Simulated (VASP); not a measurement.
Set up this calculation in VASP 6.6.1, as the native input.

```
Task                   : single point
Functional             : LDA
Potentials or basis    : VASP PAW LDA potentials, release 64 (Ti_sv, Al)
Cutoff                 : 520 eV
k mesh                 : 12 × 8 × 8
Occupations            : fermi-dirac, width 0.15 eV
Spin                   : no spin polarisation
Dipole correction      : no
Further INCAR settings : ALGO = Fast; EDIFF = 1e-06; NBANDS = 18
```

The structure of TiAl3 lies in POSCAR:

```
TiAl3
1.0
    2.7656753418      0.0000000000      0.0000000000
    0.0000000000      4.6152789568      0.0000000000
    0.0000000000      0.0000000000      4.8531042302
Ti Al
1 3
Direct
    0.0000000000      0.5000000000      0.1626556135
    0.5000000000      0.5000000000      0.6641713661
    0.5000000000      0.0000000000      0.3332927539
    0.0000000000      0.0000000000      0.8398792664
```

These files were run (other wordings do the same):

INCAR

```
SYSTEM = TiAl3
ALGO = Fast
EDIFF = 1E-6
ENCUT = 520
ISIF = 2
ISMEAR = -1
LASPH = .True.
LCHARG = .False.
LREAL = .False.
LWAVE = .False.
NBANDS = 18
NELM = 60
PREC = Accurate
SIGMA = 0.15
```

KPOINTS

```
k-points
0
Gamma
  12 8 8
  0 0 0
```

Potentials or basis: VASP PAW LDA potentials, release 64 (Ti_sv, Al).

Run with:

```console
$ cat potpaw_LDA.64/Ti_sv/POTCAR potpaw_LDA.64/Al/POTCAR > POTCAR
$ mpirun -np 1 vasp_std > vasp.out
```

Results of the run:

| Property | Result |
| --- | --- |
| Pressure | 0.1 GPa |
| Largest force | 0.004 eV/Å |
| Band gap on the k mesh | zero (an odd number of electrons rules out a gap without spin polarisation) |

Wall time 9 min on 1 thread of AMD EPYC 7R43 64-Core Processor (Zen 3) (shared host), peak memory 0.26 GiB.
